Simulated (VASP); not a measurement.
A run of VASP 6.6.1:

Contents of INCAR:

```
SYSTEM = NaTi2N3
PREC = Accurate
ENCUT = 520
EDIFF = 1E-7
ISMEAR = -1
SIGMA = 0.05
LREAL = .FALSE.
LASPH = .TRUE.
NELM = 100
ALGO = Normal
ISIF = 2
LWAVE = .FALSE.
LCHARG = .FALSE.
GGA = PS
NBANDS = 32
```

KPOINTS

```
regular mesh
0
G
  6 6 6
  0 0 0
```

POSCAR

```
NaTi2N3
1.0
    2.6392900730     -4.7430652150      0.0000836812
    2.6400039666      4.7430495516     -0.0000918620
    0.0000808921     -0.0000694097      2.8688105809
Na Ti N
1 2 3
Direct
    0.3747336582      0.3721028236     -0.0073855499
    0.0241517906      0.6466013169      0.4927007417
    0.6490801959      0.0217430175      0.4927025403
    0.3288163864      0.8719237225     -0.0072962030
    0.8743282043      0.3263898912     -0.0073035836
   -0.2427044118     -0.2451358971      0.4926798265
```

Potentials or basis: VASP PAW PBE potentials, release 64 (Na_pv, Ti_sv, N).

Run with:

```bash
$ cat potpaw_PBE.64/Na_pv/POTCAR potpaw_PBE.64/Ti_sv/POTCAR potpaw_PBE.64/N/POTCAR > POTCAR
$ mpirun -np 1 vasp_std > vasp.out
```

Hardware: 1 thread of Intel Xeon 8259CL, on a shared host.

Question: How long does it take, and how much memory?

Answer: Wall time 9.2 min on 1 thread of Intel Xeon 8259CL (shared host), peak memory 0.34 GiB. Counts: scf iterations 18, k points 112.
